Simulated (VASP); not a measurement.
# Fe (I4/mmm) in VASP: a series of runs

Fe is run at these levels: PBE; tasks: single point.

Everything below comes from runs of VASP 6.6.1. Logs are shortened: lines on timing, memory, paths and dates and some standing lists are left out, and cuts for length are marked.

## 1. The cell of the first run

The structure is tetragonal, space group I4/mmm (No. 139). The conventional cell has a = 2.620 Å, b = 2.620 Å, c = 3.042 Å, α = 90.00°, β = 90.00°, γ = 90.00°. Within 3.2 Å of Fe (site symmetry 4/mmm) lie 14 Fe at 2.40 to 3.04 Å.

## 2. Single point, PBE, collinear spin, ferromagnetic start (volume 10.443 Å^3 an atom, c/a of the conventional cell 1.1612)

File INCAR:

```
SYSTEM = Fe
PREC = Accurate
ENCUT = 520
EDIFF = 1E-7
ISMEAR = 0
SIGMA = 0.15
LREAL = .False.
LASPH = .True.
NELM = 150
ALGO = Normal
ISIF = 2
LWAVE = .False.
LCHARG = .True.
ISPIN = 2
MAGMOM = 2.44
LORBIT = 11
LMAXMIX = 4
GGA = PE
LELF = .True.
LVHAR = .True.
NBANDS = 14
```

File KPOINTS:

```
regular mesh
0
Gamma
  12 12 12
  0 0 0
```

File POSCAR:

```
Fe
1.0
   -1.3100446157      1.3100446157      1.5212238077
    1.3100446157     -1.3100446157      1.5212238077
    1.3100446157      1.3100446157     -1.5212238077
Fe
1
Direct
    0.0000000000      0.0000000000      0.0000000000
```

Potentials or basis: VASP PAW PBE potentials, release 64 (Fe).

Started as:

```bash
$ cat potpaw_PBE.64/Fe/POTCAR > POTCAR
$ mpirun -np 1 vasp_std > vasp.out
```

OUTCAR:

```text
SYSTEM = Fe
   PREC = Accurate
   ENCUT = 520
   EDIFF = 1E-7
   ISMEAR = 0
   LREAL = .False.
   LASPH = .True.
   NELM = 150
   ISIF = 2
   ISPIN = 2
   LORBIT = 11
   GGA = PE

 ion  position               nearest neighbor table
   1  0.000  0.000  0.000-

  LATTYP: Found a body centered tetragonal cell.
 ALAT       =     2.6200892314
 C/A-ratio  =     1.1612000000

  Lattice vectors:

 A1 = (  -1.3100446157,   1.3100446157,   1.5212238077)
 A2 = (   1.3100446157,  -1.3100446157,   1.5212238077)
 A3 = (   1.3100446157,   1.3100446157,  -1.5212238077)

Analysis of symmetry for initial positions (statically):
=====================================================================
 Subroutine PRICEL returns:
 Original cell was already a primitive cell.

 Routine SETGRP: Setting up the symmetry group for a
 body centered tetragonal supercell.

 Subroutine GETGRP returns: Found 16 space group operations
 (whereof 16 operations were pure point group operations)
 out of a pool of 16 trial point group operations.

The static configuration has the point symmetry D_4h.

Analysis of symmetry for dynamics (positions and initial velocities):
=====================================================================
 Subroutine PRICEL returns:
 Original cell was already a primitive cell.

 Routine SETGRP: Setting up the symmetry group for a
 body centered tetragonal supercell.

 Subroutine GETGRP returns: Found 16 space group operations
 (whereof 16 operations were pure point group operations)
 out of a pool of 16 trial point group operations.

The dynamic configuration has the point symmetry D_4h.

Analysis of structural, dynamic, and magnetic symmetry:
=====================================================================
 Subroutine PRICEL returns:
 Original cell was already a primitive cell.

 Routine SETGRP: Setting up the symmetry group for a
 body centered tetragonal supercell.

 Subroutine GETGRP returns: Found 16 space group operations
 (whereof 16 operations were pure point group operations)
 out of a pool of 16 trial point group operations.

The overall configuration has the point symmetry D_4h.

 Subroutine INISYM returns: Found 16 space group operations
 (whereof 16 operations are pure point group operations),
 and found     1 'primitive' translations

----------------------------------------------------------------------------------------

                                     Primitive cell

  volume of cell :      10.4430

  direct lattice vectors                    reciprocal lattice vectors
    -1.310044616  1.310044616  1.521223808     0.000000000  0.381666391  0.328682734
     1.310044616 -1.310044616  1.521223808     0.381666391  0.000000000  0.328682734
[... 119 lines left out ...]
 NGX is ok and might be reduce to    18
   NGX =  9   NGY =  9   NGZ =  9

 number of electron       8.0000004 magnetization       2.0847055

 Free energy of the ion-electron system (eV)
  ---------------------------------------------------
  ext. energy  EPLUGINS =         0.00000000
  ---------------------------------------------------
  free energy    TOTEN  =        -8.13458197 eV

  energy without entropy =       -8.12248833  energy(sigma->0) =       -8.12853515

 E-fermi :   6.8238     XC(G=0): -13.6003

 val. band max:        6.8233059498   @ k =  -0.0833   0.0833   0.0833
 cond. band min:       6.8323974534   @ k =  -0.2500   0.5000   0.2500
 fundamental gap:      0.0090915036
 Fermi energy:         6.8238238853

 spin component 1

 k-point     1 :       0.0000    0.0000    0.0000
  band No.  band energies     occupation
      1      -2.2198      1.00000
      2       4.1410      1.00000
      3       4.1410      1.00000
      4       4.8726      1.00000
      5       5.1327      1.00000
      6       5.8846      1.00000
      7      30.7101      0.00000
      8      33.6199      0.00000
      9      33.6199      0.00000
     10      37.6775      0.00000
     11      38.3372      0.00000
     12      39.3431      0.00000
     13      39.5379      0.00000
     14      39.5379      0.00000
[... 379 lines left out ...]
      3       3.8747      1.00000
      4       5.2110      1.00000
      5       6.3308      1.00000
      6       7.5773      0.00000
      7      19.0170      0.00000
      8      24.4348      0.00000
      9      28.5404      0.00000
     10      32.6728      0.00000
     11      37.9360      0.00000
     12      42.0844      0.00000
     13      44.7158      0.00000
     14      48.7706      0.00000

 [... further k-points ...]

 spin component 2

 k-point     1 :       0.0000    0.0000    0.0000
  band No.  band energies     occupation
      1      -2.0060      1.00000
      2       5.8307      1.00000
      3       5.8307      1.00000
      4       6.9344      0.14858
      5       7.5549      0.00000
      6       8.6986      0.00000
      7      30.4689      0.00000
      8      33.5801      0.00000
      9      33.5801      0.00000
     10      38.2142      0.00000
     11      39.2417      0.00000
     12      39.3040      0.00000
     13      40.1544      0.00000
     14      40.1544      0.00000
[... 379 lines left out ...]
      3       5.3786      1.00000
      4       7.5717      0.00000
      5       8.8864      0.00000
      6       9.3711      0.00000
      7      19.8624      0.00000
      8      24.9654      0.00000
      9      29.1550      0.00000
     10      32.9327      0.00000
     11      38.3230      0.00000
     12      42.6296      0.00000
     13      45.1094      0.00000
     14      49.1048      0.00000

 [... further k-points ...]
[... 5 lines left out ...]
  --------------------------------------------------------------------------------------
  -------------------------------------------------------------------------------------
  Total        1.7836069      1.7836069      0.6692954      0.0000000     -0.0000000      0.0000000
  in kB      273.6430713    273.6430713    102.6840922      0.0000000     -0.0000000      0.0000000
  external PRESSURE =     216.6567449 kB  Pullay stress =       0.0000000 kB

 VOLUME and BASIS-vectors are now :
 -----------------------------------------------------------------------------
  energy-cutoff  :      520.00
  volume of cell :       10.44
      direct lattice vectors                 reciprocal lattice vectors
    -1.310044616  1.310044616  1.521223808     0.000000000  0.381666391  0.328682734
     1.310044616 -1.310044616  1.521223808     0.381666391  0.000000000  0.328682734
     1.310044616  1.310044616 -1.521223808     0.381666391  0.381666391  0.000000000

 POSITION                                       TOTAL-FORCE (eV/Angst)
 -----------------------------------------------------------------------------------
      0.00000      0.00000      0.00000         0.000000     -0.000000      0.000000
 -----------------------------------------------------------------------------------
    total drift:                                0.000000      0.000000      0.000000

  FREE ENERGIE OF THE ION-ELECTRON SYSTEM (eV)
  ---------------------------------------------------
  free  energy   TOTEN  =        -8.1345819668 eV

  energy  without entropy=       -8.1224883302  energy(sigma->0) =       -8.12853515

 total charge

# of ion       s       p       d       tot
------------------------------------------
    1        0.530   0.622   6.308   7.460

 magnetization (x)

# of ion       s       p       d       tot
------------------------------------------
    1       -0.013  -0.050   2.127   2.064
```

OSZICAR:

```text
N       E                     dE             d eps       ncg     rms          rms(c)
DAV:   1     0.220553364240E+02    0.22055E+02   -0.38913E+03 10022   0.726E+02
DAV:   2    -0.823889843178E+01   -0.30294E+02   -0.28010E+02  9962   0.132E+02
DAV:   3    -0.912422382439E+01   -0.88533E+00   -0.87831E+00 11210   0.231E+01
DAV:   4    -0.912688664532E+01   -0.26628E-02   -0.26626E-02 10676   0.115E+00
DAV:   5    -0.912689744071E+01   -0.10795E-04   -0.10796E-04 11066   0.747E-02    0.124E+01
DAV:   6    -0.818498562209E+01    0.94191E+00   -0.90368E+00 11828   0.358E+01    0.450E+00
DAV:   7    -0.814288093038E+01    0.42105E-01   -0.39963E-01 11072   0.735E+00    0.288E+00
DAV:   8    -0.813954552041E+01    0.33354E-02   -0.85367E-03 11270   0.607E-01    0.164E+00
DAV:   9    -0.813378006580E+01    0.57655E-02   -0.17216E-02 12266   0.934E-01    0.477E-01
DAV:  10    -0.813392824777E+01   -0.14818E-03   -0.77904E-05 10250   0.746E-02    0.433E-01
DAV:  11    -0.813457140350E+01   -0.64316E-03   -0.13496E-03 11070   0.330E-01    0.501E-02
DAV:  12    -0.813458390412E+01   -0.12501E-04   -0.51457E-05 10424   0.658E-02    0.161E-02
DAV:  13    -0.813458349830E+01    0.40582E-06   -0.16950E-06 10390   0.106E-02    0.867E-03
DAV:  14    -0.813458223069E+01    0.12676E-05   -0.76597E-07 11270   0.733E-03    0.317E-03
DAV:  15    -0.813458209934E+01    0.13135E-06   -0.58014E-08  7350   0.211E-03    0.865E-04
DAV:  16    -0.813458197867E+01    0.12068E-06   -0.12788E-08  4924   0.121E-03    0.100E-03
DAV:  17    -0.813458196682E+01    0.11849E-07   -0.85508E-09  4906   0.866E-04
   1 F= -.81345820E+01 E0= -.81285351E+01  d E =-.120936E-01  mag=     2.0847
```

It took 84 s on 1 thread of Intel Xeon Platinum 8259CL at 2.50GHz (Skylake/Cascade Lake), shared host; peak memory 0.15 GiB.

Results:

```
Free energy                                           : -8.1346 eV
Pressure                                              : 21.7 GPa
Net moment                                            : 2.08 μB per cell
Site moments                                          : Fe +2.06 μB
Valence electrons inside the program's atomic spheres : Fe 7.46
```

Levels at points of the mesh, in eV from the Fermi level:
Spin up:
| k point | band 2 | band 3 | band 4 | band 5 | band 6 | band 7 | band 8 | band 9 |
| --- | --- | --- | --- | --- | --- | --- | --- | --- |
| (0.00, 0.00, 0.00) | -2.68 | -2.68 | -1.95 | -1.69 | -0.94 | 23.89 | 26.80 | 26.80 |
| (0.50, 0.00, 0.00) | -3.34 | -1.85 | -0.63 | 0.06 | 0.34 | 7.65 | 20.20 | 23.35 |
| (0.50, 0.50, 0.00) | -4.42 | -0.57 | -0.51 | 0.60 | 1.37 | 9.21 | 17.14 | 18.47 |
| (0.50, 0.50, 0.50) | -5.23 | -0.04 | 0.32 | 0.32 | 6.75 | 12.58 | 12.58 | 14.20 |
Spin down:
| k point | band 1 | band 2 | band 3 | band 4 | band 5 | band 6 |
| --- | --- | --- | --- | --- | --- | --- |
| (0.00, 0.00, 0.00) | -8.83 | -0.99 | -0.99 | 0.11 | 0.73 | 1.87 |
| (0.50, 0.00, 0.00) | -4.26 | -1.62 | 0.21 | 0.59 | 1.96 | 2.47 |
| (0.50, 0.50, 0.00) | -4.23 | -2.99 | 1.58 | 2.09 | 2.10 | 2.60 |
| (0.50, 0.50, 0.50) | -3.90 | -3.50 | 2.22 | 2.29 | 2.29 | 7.02 |

## 3. Single point, PBE, collinear spin, ferromagnetic start (volume 10.443 Å^3 an atom, c/a of the conventional cell 1.0776)

File INCAR:

```
PREC = Accurate
ENCUT = 520
EDIFF = 1E-7
ISMEAR = 0
SIGMA = 0.15
LREAL = F
LASPH = T
NELM = 150
ALGO = Fast
ISIF = 2
LWAVE = F
LCHARG = F
ISPIN = 2
MAGMOM = 2.44
LORBIT = 11
LMAXMIX = 4
GGA = PE
NBANDS = 14
```

File KPOINTS:

```
Automatic mesh
0
Gamma
  12 12 12
```

File POSCAR:

```
Fe
1.0
   -1.3430821214      1.3430821214      1.4473052941
    1.3430821214     -1.3430821214      1.4473052941
    1.3430821214      1.3430821214     -1.4473052941
Fe
1
Direct
    0.0000000000      0.0000000000      0.0000000000
```

Potentials or basis: VASP PAW PBE potentials, release 64 (Fe).

Started as:

```bash
$ cat potpaw_PBE.64/Fe/POTCAR > POTCAR
$ mpirun -np 1 vasp_std > vasp.out
```

It took 76 s on 1 thread of Intel Xeon Platinum 8259CL at 2.50GHz (Skylake/Cascade Lake), shared host; peak memory 0.15 GiB.

The run converged. Its results:

| Item | Value |
| --- | --- |
| Free energy | -8.1818 eV |
| Pressure | 19.4 GPa |
| Band gap on the k mesh | zero (filled and empty bands overlap) |
| Net moment | 2.03 μB per cell |
| Site moments | Fe +2.02 μB |
| Valence electrons inside the program's atomic spheres | Fe 7.46 |

Stress tensor (GPa, compression positive):
```
23.14  0.00  0.00
 0.00 23.14  0.00
 0.00  0.00 11.99
```

Levels at points of the mesh, in eV from the Fermi level:
Spin up:
| k point | band 1 | band 2 | band 3 | band 4 | band 5 | band 6 | band 7 | band 8 | band 9 | band 10 |
| --- | --- | --- | --- | --- | --- | --- | --- | --- | --- | --- |
| (0.00, 0.00, 0.00) | -8.97 | -2.58 | -2.58 | -2.17 | -1.35 | -0.94 | 24.74 | 26.37 | 26.37 | 31.06 |
| (0.50, 0.00, 0.00) | -5.39 | -3.50 | -1.39 | -0.75 | 0.27 | 0.53 | 7.90 | 19.62 | 22.46 | 25.39 |
| (0.50, 0.50, 0.00) | -5.46 | -4.07 | -0.73 | -0.67 | 0.65 | 0.94 | 8.70 | 18.05 | 19.97 | 23.71 |
| (0.50, 0.50, 0.50) | -5.49 | -5.29 | 0.16 | 0.34 | 0.34 | 8.58 | 11.57 | 11.57 | 15.50 | 17.39 |
Spin down:
```
           k point  band 1  band 2  band 3  band 4  band 5  band 6  band 7
(0.00, 0.00, 0.00)   -8.78   -0.91   -0.91   -0.32    1.18    1.79   24.53
(0.50, 0.00, 0.00)   -4.22   -1.91    0.41    1.04    1.87    2.56    9.19
(0.50, 0.50, 0.00)   -4.21   -2.61    1.11    1.79    1.99    2.62    9.98
(0.50, 0.50, 0.50)   -3.77   -3.56    2.23    2.28    2.28    8.85   11.86
```

[end of part 1 of 2]
